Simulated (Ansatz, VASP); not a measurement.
One calculation of C, two programs

```xyz
4
Lattice="2.5033 0.0000 0.0000 -1.2517 2.1680 0.0000 0.0000 0.0000 4.1272" Properties=species:S:1:pos:R:3 pbc="T T T"
C     0.0000    1.4453   -0.0011
C     1.2517    0.7227    2.0625
C     0.0000    1.4453    1.5446
C     1.2517    0.7227    3.6082
```

Alike in both runs: task single point; functional r2SCAN; k mesh 9 × 9 × 6; no spin polarisation.

```csv
,VASP,Ansatz
version,VASP 6.6.1,Ansatz 0.2.0
potentials or method,"VASP PAW PBE potentials, release 64 (C), cutoff 520 eV","scalar-relativistic, plane waves, PAW"
occupations,"gaussian, width 0.01 eV",fixed
valence electrons in the cell,16,16
```

VASP gave:

- gap on the k mesh at the Fermi level (eV): 3.53
- least direct gap on the mesh (eV): 5.07

Question: What did Ansatz give for the same quantities?

Answer: gap on the k mesh at the Fermi level (eV): 3.57; least direct gap on the mesh (eV): 5.12.

VASP's potentials were made for PBE, not for r2SCAN.
